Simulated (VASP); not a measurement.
A run of VASP 6.6.1:

Contents of INCAR:

```
  PREC = Accurate
  ENCUT = 520
  EDIFF = 1E-7
  ISMEAR = -1
  SIGMA = 0.05
  LREAL = False
  LASPH = True
  NELM = 100
  ALGO = Normal
  ISIF = 2
  LWAVE = False
  LCHARG = False
  GGA = CA
  NBANDS = 24
```

The input KPOINTS:

```
regular mesh
0
Gamma
  11 11 11
```

The input POSCAR:

```
TaAs
1.0
   -1.7025350560      1.7025350560      5.7558198844
    1.7025350560     -1.7025350560      5.7558198844
    1.7025350560      1.7025350560     -5.7558198844
Ta As
2 2
Direct
    0.5003070270      0.5003070270      0.0000000000
    0.2503070270      0.7503070270      0.5000000000
    0.0822923930      0.0822923930      0.0000000000
    0.8322923930      0.3322923930      0.5000000000
```

Potentials or basis: VASP PAW LDA potentials, release 64 (Ta_pv, As).

Run with:

```console
$ cat potpaw_LDA.64/Ta_pv/POTCAR potpaw_LDA.64/As/POTCAR > POTCAR
$ mpirun -np 1 vasp_std > vasp.out
```

Hardware: 1 thread of Intel Xeon 8259CL, on a shared host.

**Question.** How long does it take, and how much memory?

**Answer.** Run time: 10 min on 1 thread of Intel Xeon 8259CL, on a shared host, peak memory 0.39 GiB. Counts: scf iterations 13, k points 126.
